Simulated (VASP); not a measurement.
# HfTi2Si2 (P-3m1) in VASP: notebook

The runs below take HfTi2Si2 through single point, relaxation of cell and atoms, with PBE.

Everything below comes from runs of VASP 6.6.1. Logs are shortened: lines on timing, memory, paths and dates and some standing lists are left out, and cuts for length are marked.

### 1 The cell of the first run

It takes space group P-3m1 (No. 164, trigonal). The conventional cell has a = 3.925 Å, b = 3.925 Å, c = 6.863 Å, α = 90.00°, β = 90.00°, γ = 120.00°. Within 3.6 Å of Hf (site symmetry -3m) lie 6 Si at 2.72 Å and 6 Ti at 3.40 Å. Ti (site symmetry 3m) has 4 Si at 2.49 to 2.83 Å and 3 Ti at 2.89 Å and 3 Hf at 3.40 Å within 3.4 Å. Si (site symmetry 3m) has 4 Ti at 2.49 to 2.83 Å and 3 Hf at 2.72 Å within 3.3 Å.

The cell was generated, and may not be a known phase.

### 2 Single point, PBE

Input file INCAR:

```
  PREC = Accurate
  ENCUT = 520
  EDIFF = 1E-7
  ISMEAR = 0
  SIGMA = 0.1
  LREAL = F
  LASPH = T
  NELM = 80
  ALGO = Fast
  ISIF = 2
  LWAVE = F
  LCHARG = F
  GGA = PE
  NBANDS = 29
```

Input file KPOINTS:

```
Automatic mesh
0
Gamma
  12 12 6
```

Input file POSCAR:

```
HfTi2Si2
1.0
    3.9246383245      0.0000000000      0.0000000000
   -1.9623191623      3.3988364897      0.0000000000
    0.0000000000      0.0000000000      6.8630362439
Hf Ti Si
1 2 2
Direct
    0.0000000000      0.0000000000      0.0000000000
    0.6666666667      0.3333333333      0.3691979126
    0.3333333333      0.6666666667      0.6308020874
    0.3333333333      0.6666666667      0.2186647430
    0.6666666667      0.3333333333      0.7813352570
```

Potentials or basis: VASP PAW PBE potentials, release 64 (Hf_pv, Ti_sv, Si).

On the command line:

```bash
$ cat potpaw_PBE.64/Hf_pv/POTCAR potpaw_PBE.64/Ti_sv/POTCAR potpaw_PBE.64/Si/POTCAR > POTCAR
$ mpirun -np 1 vasp_std > vasp.out
```

OUTCAR:

```text
PREC = Accurate
   ENCUT = 520
   EDIFF = 1E-7
   ISMEAR = 0
   LREAL = F
   LASPH = T
   NELM = 80
   ISIF = 2
   GGA = PE

 ion  position               nearest neighbor table
   1  0.000  0.000  0.000-   4 2.72   5 2.72   5 2.72   4 2.72   5 2.72   4 2.72
   2  0.667  0.333  0.369-   4 2.49   4 2.49   4 2.49   5 2.83   3 2.89   3 2.89   3 2.89
   3  0.333  0.667  0.631-   5 2.49   5 2.49   5 2.49   4 2.83   2 2.89   2 2.89   2 2.89
   4  0.333  0.667  0.219-   2 2.49   2 2.49   2 2.49   1 2.72   1 2.72   1 2.72   3 2.83
   5  0.667  0.333  0.781-   3 2.49   3 2.49   3 2.49   1 2.72   1 2.72   1 2.72   2 2.83

  LATTYP: Found a hexagonal cell.
 ALAT       =     3.9246383245
 C/A-ratio  =     1.7487054033

  Lattice vectors:

 A1 = (   3.9246383245,   0.0000000000,   0.0000000000)
 A2 = (  -1.9623191623,   3.3988364897,   0.0000000000)
 A3 = (   0.0000000000,   0.0000000000,   6.8630362439)

Analysis of symmetry for initial positions (statically):
=====================================================================
 Subroutine PRICEL returns:
 Original cell was already a primitive cell.

 Routine SETGRP: Setting up the symmetry group for a
 hexagonal supercell.

 Subroutine GETGRP returns: Found 12 space group operations
 (whereof 12 operations were pure point group operations)
 out of a pool of 24 trial point group operations.

The static configuration has the point symmetry D_3d.

Analysis of symmetry for dynamics (positions and initial velocities):
=====================================================================
 Subroutine PRICEL returns:
 Original cell was already a primitive cell.

 Routine SETGRP: Setting up the symmetry group for a
 hexagonal supercell.

 Subroutine GETGRP returns: Found 12 space group operations
 (whereof 12 operations were pure point group operations)
 out of a pool of 24 trial point group operations.

The dynamic configuration has the point symmetry D_3d.

 Subroutine INISYM returns: Found 12 space group operations
 (whereof 12 operations are pure point group operations),
 and found     1 'primitive' translations

----------------------------------------------------------------------------------------

                                     Primitive cell

  volume of cell :      91.5474

  direct lattice vectors                    reciprocal lattice vectors
     3.924638325  0.000000000  0.000000000     0.254800549  0.147109166  0.000000000
    -1.962319162  3.398836490  0.000000000     0.000000000  0.294218331  0.000000000
     0.000000000  0.000000000  6.863036244     0.000000000  0.000000000  0.145708104

  length of vectors
     3.924638325  3.924638325  6.863036244     0.294218331  0.294218331  0.145708104

  position of ions in fractional coordinates (direct lattice)
     0.000000000  0.000000000  0.000000000
     0.666666667  0.333333333  0.369197913
     0.333333333  0.666666667  0.630802087
     0.333333333  0.666666667  0.218664743
     0.666666667  0.333333333  0.781335257

  ion indices of the primitive-cell ions
   primitive index   ion index
                 1           1
                 2           2
                 3           3
                 4           4
                 5           5

----------------------------------------------------------------------------------------

 KPOINTS: Automatic mesh

Automatic generation of k-mesh.
 Grid dimensions read from file:
 generate k-points for:   12   12    6

 Generating k-lattice:

  Cartesian coordinates                     Fractional coordinates (reciprocal lattice)
     0.021233379  0.012259097  0.000000000     0.083333333 -0.000000000  0.000000000
     0.000000000  0.024518194  0.000000000     0.000000000  0.083333333  0.000000000
     0.000000000  0.000000000  0.024284684     0.000000000  0.000000000  0.166666667

  Length of vectors
     0.024518194  0.024518194  0.024284684

  Shift w.r.t. Gamma in fractional coordinates (k-lattice)
     0.000000000  0.000000000  0.000000000

 Subroutine IBZKPT returns following result:
 ===========================================

 Found    100 irreducible k-points:

 Following reciprocal coordinates:
            Coordinates               Weight
  0.000000  0.000000  0.000000      1.000000
  0.083333  0.000000  0.000000      6.000000
  0.166667  0.000000  0.000000      6.000000
  0.250000  0.000000  0.000000      6.000000
  0.333333  0.000000  0.000000      6.000000
  0.416667  0.000000  0.000000      6.000000
[... 16 lines left out ...]
  0.166667  0.000000  0.166667      6.000000
  0.000000  0.166667  0.166667      6.000000
 [... further k-points ...]
   k-points           NKPTS =    100   k-points in BZ     NKDIM =    100   number of bands    NBANDS=     29
   number of dos      NEDOS =    301   number of ions     NIONS =      5
   total plane-waves  NPLWV =  48600
   dimension x,y,z NGX =    30 NGY =   30 NGZ =   54
   dimension x,y,z NGXF=    60 NGYF=   60 NGZF=  108
   ions per type =               1   2   2
   NGX,Y,Z   is equivalent  to a cutoff of  12.71, 12.71, 13.08 a.u.
   NGXF,Y,Z  is equivalent  to a cutoff of  25.42, 25.42, 26.16 a.u.
 SYSTEM =  unknown system
   PREC   = accura    normal or accurate (medium, high low for compatibility)
   ISTART =      0    job   : 0-new  1-cont  2-samecut
   ICHARG =      2    charge: 1-file 2-atom 10-const
   ISPIN  =      1    spin polarized calculation?
   LNONCOLLINEAR =      F non collinear calculations
   LSORBIT =      F    spin-orbit coupling
   LASPH  =      T    aspherical Exc in radial PAW
   ENCUT  =  520.0 eV  38.22 Ry    6.18 a.u.   7.30  7.30 12.76*2*pi/ulx,y,z
   NELM   =     80;   NELMIN=  2; NELMDL= -5     # of ELM steps
   EDIFF  = 0.1E-06   stopping-criterion for ELM
   LREAL  =      F    real-space projection
   EDIFFG = 0.1E-05   stopping-criterion for IOM
   NSW    =      0    number of steps for IOM
   IBRION =     -1    ionic relax: 0-MD 1-quasi-New 2-CG
   NFREE  =      0    steps in history (QN), initial steepest desc. (CG)
   ISIF   =      2    stress and relaxation
   ISYM   =      2    0-nonsym 1-usesym 2-fastsym
   POTIM  = 0.5000    time-step for ionic-motion
   TEBEG  =    0.0;   TEEND  =   0.0 temperature during run
   PSTRESS=    0.0 pullay stress
   NELECT =      42.0000    total number of electrons
   NUPDOWN=      -1.0000    fix difference up-down
   EMIN   =  10.00;   EMAX   =-10.00  energy-range for DOS
   EFERMI =   0.00;   METHOD = LEGACY
   ISMEAR =     0;   SIGMA  =   0.10  broadening in eV -4-tet -1-fermi 0-gaus
   EFERMI_NEDOS =   21; number of points for ismear=-14 and -15
   IALGO  =     68    algorithm
   IMIX   =      4    mixing-type and parameters
     AMIX     =   0.40;   BMIX     =  1.00
     AMIX_MAG =   1.60;   BMIX_MAG =  1.00
  volume/ion in A,a.u.               =      18.31       123.56
  Fermi-wavevector in a.u.,A,eV,Ry     =   1.262629  2.386023 21.690853  1.594233
  Thomas-Fermi vector in A             =   2.396028
   LORBIT       =      0    0 simple, 1 ext, 2 COOP (PROOUT), +10 PAW based schemes
   GGA     = PE    functional components
   LHFCALC =     F    Hartree Fock is set to
   AEXX    =    0.0000 exact exchange contribution
   IVDW    =     0    specifies the selected vdW correction
   LEPSILON=     F    determine dielectric tensor
   LRPA    =     F    only Hartree local field effects (RPA)
 non-spin polarized calculation
 RMM-DIIS sequential band-by-band and
 Gauss-broadening in eV      SIGMA  =   0.10
  energy-cutoff  :      520.00
  volume of cell :       91.55
 maximum number of plane-waves:      2492
 NGX is ok and might be reduce to    30
   NGX = 15   NGY = 15   NGZ = 25

 number of electron      42.0000005 magnetization

 Free energy of the ion-electron system (eV)
  ---------------------------------------------------
  ext. energy  EPLUGINS =         0.00000000
  ---------------------------------------------------
  free energy    TOTEN  =       -38.44792251 eV

  energy without entropy =      -38.42903185  energy(sigma->0) =      -38.43847718

 E-fermi :   6.8186     XC(G=0): -10.9321

 val. band max:        6.8184471104   @ k =   0.2500   0.0000   0.0000
 cond. band min:       6.8190240528   @ k =   0.3333   0.2500   0.3333
 fundamental gap:      0.0005769425
 Fermi energy:         6.8185946736

 k-point     1 :       0.0000    0.0000    0.0000
  band No.  band energies     occupation
      1     -49.9390      2.00000
      2     -49.8740      2.00000
      3     -26.2647      2.00000
      4     -26.2647      2.00000
      5     -26.2173      2.00000
      6     -26.1361      2.00000
[... 21 lines left out ...]
     28       9.0109      0.00000
     29       9.9978      0.00000

 k-point     2 :       0.0833    0.0000    0.0000
  band No.  band energies     occupation
      1     -49.9379      2.00000
      2     -49.8748      2.00000
      3     -26.2687      2.00000
      4     -26.2666      2.00000
      5     -26.2226      2.00000
      6     -26.1351      2.00000
[... 21 lines left out ...]
     28       9.1700      0.00000
     29       9.1982      0.00000

 k-point     3 :       0.1667    0.0000    0.0000
  band No.  band energies     occupation
      1     -49.9348      2.00000
      2     -49.8774      2.00000
      3     -26.2795      2.00000
      4     -26.2718      2.00000
      5     -26.2353      2.00000
      6     -26.1325      2.00000
[... 21 lines left out ...]
     28       9.4132      0.00000
     29       9.7124      0.00000

 k-point     4 :       0.2500    0.0000    0.0000
  band No.  band energies     occupation
      1     -49.9299      2.00000
      2     -49.8815      2.00000
      3     -26.2931      2.00000
      4     -26.2785      2.00000
      5     -26.2500      2.00000
      6     -26.1292      2.00000
[... 597 lines left out ...]
     28       9.1076      0.00000
     29      10.4298      0.00000

 k-point    23 :       0.1667    0.0000    0.1667
  band No.  band energies     occupation
      1     -49.9348      2.00000
      2     -49.8774      2.00000
      3     -26.2793      2.00000
      4     -26.2717      2.00000
      5     -26.2351      2.00000
      6     -26.1325      2.00000
[... 21 lines left out ...]
     28       9.1305      0.00000
     29      10.0613      0.00000

 k-point    24 :       0.0000    0.1667    0.1667
  band No.  band energies     occupation
      1     -49.9348      2.00000
      2     -49.8774      2.00000
      3     -26.2794      2.00000
      4     -26.2718      2.00000
      5     -26.2356      2.00000
      6     -26.1324      2.00000
[... 21 lines left out ...]
     28       9.2231      0.00000
     29       9.9837      0.00000

 [... further k-points ...]

------------------------ aborting loop because EDIFF is reached ----------------------------------------

  FORCE on cell =-STRESS in cart. coord.  units (eV):
  Direction    XX          YY          ZZ          XY          YZ          ZX
  --------------------------------------------------------------------------------------
  -------------------------------------------------------------------------------------
  Total       -0.0269780     -0.0269780     -0.0583321      0.0000000      0.0000000     -0.0000000
  in kB       -0.4721439     -0.4721439     -1.0208739      0.0000000      0.0000000     -0.0000000
  external PRESSURE =      -0.6550539 kB  Pullay stress =       0.0000000 kB

 VOLUME and BASIS-vectors are now :
 -----------------------------------------------------------------------------
  energy-cutoff  :      520.00
  volume of cell :       91.55
      direct lattice vectors                 reciprocal lattice vectors
     3.924638325  0.000000000  0.000000000     0.254800549  0.147109166  0.000000000
    -1.962319162  3.398836490  0.000000000     0.000000000  0.294218331  0.000000000
     0.000000000  0.000000000  6.863036244     0.000000000  0.000000000  0.145708104

 POSITION                                       TOTAL-FORCE (eV/Angst)
 -----------------------------------------------------------------------------------
      0.00000      0.00000      0.00000        -0.000000      0.000000      0.000000
      1.96232      1.13295      2.53382         0.000000     -0.000000     -0.001328
     -0.00000      2.26589      4.32922         0.000000      0.000000      0.001328
     -0.00000      2.26589      1.50070        -0.000000     -0.000000     -0.009443
      1.96232      1.13295      5.36233        -0.000000      0.000000      0.009443
 -----------------------------------------------------------------------------------
    total drift:                                0.000000     -0.000000      0.000000

  FREE ENERGIE OF THE ION-ELECTRON SYSTEM (eV)
  ---------------------------------------------------
  free  energy   TOTEN  =       -38.4479225130 eV

  energy  without entropy=      -38.4290318477  energy(sigma->0) =      -38.43847718
```

Wall time 14 min (1 thread of Intel Xeon Platinum 8488C (Sapphire Rapids), shared host); peak memory 0.4 GiB.

Results:

```
Free energy            : -38.4479 eV
Pressure               : -0.1 GPa
Largest force          : 0.009 eV/Å
Band gap on the k mesh : zero (bands 21 and 22 overlap by 0.91 eV)
```

Forces in eV/Å, atoms in the order of the input:
```
Hf   0.000  0.000  0.000
Ti   0.000  0.000 -0.001
Ti   0.000  0.000  0.001
Si   0.000  0.000 -0.009
Si   0.000  0.000  0.009
```

Levels at points of the mesh, in eV from the Fermi level:
| k point | band 17 | band 18 | band 19 | band 20 | band 21 | band 22 | band 23 | band 24 | band 25 | band 26 |
| --- | --- | --- | --- | --- | --- | --- | --- | --- | --- | --- |
| (0.00, 0.00, 0.00) | -1.45 | -1.45 | -1.38 | -0.63 | -0.63 | 1.11 | 1.69 | 1.69 | 1.78 | 1.78 |
| (0.50, 0.00, 0.00) | -2.15 | -1.91 | -1.52 | -0.86 | -0.30 | 0.39 | 1.32 | 1.42 | 1.48 | 1.82 |
| (0.00, 0.00, 0.50) | -1.69 | -0.88 | -0.88 | 0.24 | 0.24 | 0.32 | 0.32 | 0.73 | 0.84 | 0.84 |
| (0.50, 0.00, 0.50) | -1.84 | -1.69 | -1.19 | -0.99 | -0.41 | 0.33 | 1.24 | 1.33 | 1.51 | 1.92 |

Caveat: spin-orbit coupling is left out, which moves the levels of the heavy elements.

### 3 Single point, PBE, collinear spin

Input file INCAR:

```
SYSTEM = HfTi2Si2
PREC = Accurate
ENCUT = 520
EDIFF = 1E-7
ISMEAR = 0
SIGMA = 0.1
LREAL = .False.
LASPH = .True.
NELM = 150
ALGO = Normal
ISIF = 2
LWAVE = .False.
LCHARG = .False.
ISPIN = 2
MAGMOM = 0 1 1 0 0
LORBIT = 11
LMAXMIX = 4
GGA = PE
NBANDS = 33
```

Input file KPOINTS:

```
Automatic mesh
0
Gamma
  6 6 4
  0 0 0
```

Input file POSCAR:

```
HfTi2Si2
1.0
    3.9160869680      0.0000000000      0.0000000000
   -1.9580434840      3.3914307977      0.0000000000
    0.0000000000      0.0000000000      6.9037609179
Hf Ti Si
1 2 2
Direct
    0.0000000000      0.0000000000      0.0000000000
    0.6666666667      0.3333333333      0.3699618459
    0.3333333333      0.6666666667      0.6300381541
    0.3333333333      0.6666666667      0.2179200997
    0.6666666667      0.3333333333      0.7820799003
```

Potentials or basis: VASP PAW PBE potentials, release 64 (Hf_pv, Ti_sv, Si).

On the command line:

```bash
$ cat potpaw_PBE.64/Hf_pv/POTCAR potpaw_PBE.64/Ti_sv/POTCAR potpaw_PBE.64/Si/POTCAR > POTCAR
$ mpirun -np 1 vasp_std > vasp.out
```

Run time: 2.8 min. Hardware: 1 thread of Intel Xeon Platinum 8488C (Sapphire Rapids), shared host; peak memory 0.32 GiB.

Results (log left out):

```
Free energy                                           : -38.4505 eV
Pressure                                              : -0.4 GPa
Largest force                                         : 0.035 eV/Å
Band gap on the k mesh                                : zero (filled and empty bands overlap)
Net moment                                            : 0.00 μB per cell
Valence electrons inside the program's atomic spheres : Hf 8.28; Ti 10.25; Si 1.78
```

Forces in eV/Å, atoms in the order of the input:
```
Hf   0.000  0.000  0.000
Ti   0.000  0.000 -0.035
Ti   0.000  0.000  0.035
Si   0.000  0.000  0.019
Si   0.000  0.000 -0.019
```

Levels at points of the mesh, in eV from the Fermi level:
Spin up:
| k point | band 17 | band 18 | band 19 | band 20 | band 21 | band 22 | band 23 | band 24 | band 25 | band 26 |
| --- | --- | --- | --- | --- | --- | --- | --- | --- | --- | --- |
| (0.00, 0.00, 0.00) | -1.43 | -1.43 | -1.41 | -0.60 | -0.60 | 1.08 | 1.67 | 1.67 | 1.79 | 1.79 |
| (0.50, 0.00, 0.00) | -2.15 | -1.88 | -1.51 | -0.85 | -0.32 | 0.41 | 1.32 | 1.44 | 1.49 | 1.83 |
| (0.00, 0.00, 0.50) | -1.74 | -0.84 | -0.84 | 0.26 | 0.26 | 0.32 | 0.32 | 0.69 | 0.84 | 0.84 |
| (0.50, 0.00, 0.50) | -1.85 | -1.68 | -1.17 | -1.00 | -0.43 | 0.35 | 1.26 | 1.34 | 1.53 | 1.91 |
Spin down:
```tsv
k point	band 17	band 18	band 19	band 20	band 21	band 22	band 23	band 24	band 25	band 26
(0.00, 0.00, 0.00)	-1.43	-1.43	-1.41	-0.60	-0.60	1.08	1.67	1.67	1.79	1.79
(0.50, 0.00, 0.00)	-2.15	-1.88	-1.51	-0.85	-0.32	0.41	1.32	1.44	1.49	1.83
(0.00, 0.00, 0.50)	-1.74	-0.84	-0.84	0.26	0.26	0.32	0.32	0.69	0.84	0.84
(0.50, 0.00, 0.50)	-1.85	-1.68	-1.17	-1.00	-0.43	0.35	1.26	1.34	1.53	1.91
```

Caveat: spin-orbit coupling is left out, which moves the levels of the heavy elements.

(Part 1 of 2 ends here.)

The gap in the log of VASP goes by the Fermi energy; the results here count the filled bands.